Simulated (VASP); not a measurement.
Input of a VASP 6.6.1 run:

INCAR

```
SYSTEM = Ir
ALGO     = Normal         ! electronic algorithm
EDIFF    = 1E-7           ! SCF threshold, eV
EDIFFG   = -0.001         ! ionic threshold
ENCUT    = 600            ! plane-wave cutoff, eV
IBRION   = 2              ! ionic algorithm
ISIF     = 3              ! what is computed and relaxed
ISMEAR   = -1             ! smearing method
LASPH    = .TRUE.         ! aspherical terms in the spheres
LCHARG   = .FALSE.        ! write CHGCAR
LREAL    = .FALSE.        ! projectors in reciprocal space
LWAVE    = .FALSE.        ! write WAVECAR
NELM     = 60             ! most SCF steps
NSW      = 80             ! ionic steps
PREC     = Accurate       ! precision mode
SIGMA    = 0.15           ! smearing width, eV
```

The input KPOINTS:

```
k-points
0
G
  26 26 26
  0 0 0
```

The input POSCAR:

```
Ir
1.0
    0.0000000000      1.9054702090      1.9054702090
    1.9054702090      0.0000000000      1.9054702090
    1.9054702090      1.9054702090      0.0000000000
Ir
1
Direct
    0.0000000000      0.0000000000      0.0000000000
```

Potentials or basis: VASP PAW LDA potentials, release 64 (Ir).

The run is started by

```sh
$ cat potpaw_LDA.64/Ir/POTCAR > POTCAR
$ mpirun -np 1 vasp_std > vasp.out
```

(1) What does it give for the relaxed volume?

(2) Predict the band gap on the k mesh.

(3) Estimate the space group after relaxing (to 0.1 Å).

(4) Estimate the relaxed cell.

Results:

(1) 13.95 Å³/atom.

(2) zero (an odd number of electrons rules out a gap without spin polarisation).

(3) Fm-3m (No. 225).

(4) a = 2.702 Å, b = 2.702 Å, c = 2.702 Å, α = 60.00°, β = 60.00°, γ = 60.00°.

Caveat: spin-orbit coupling is left out, which moves the levels of the heavy elements.
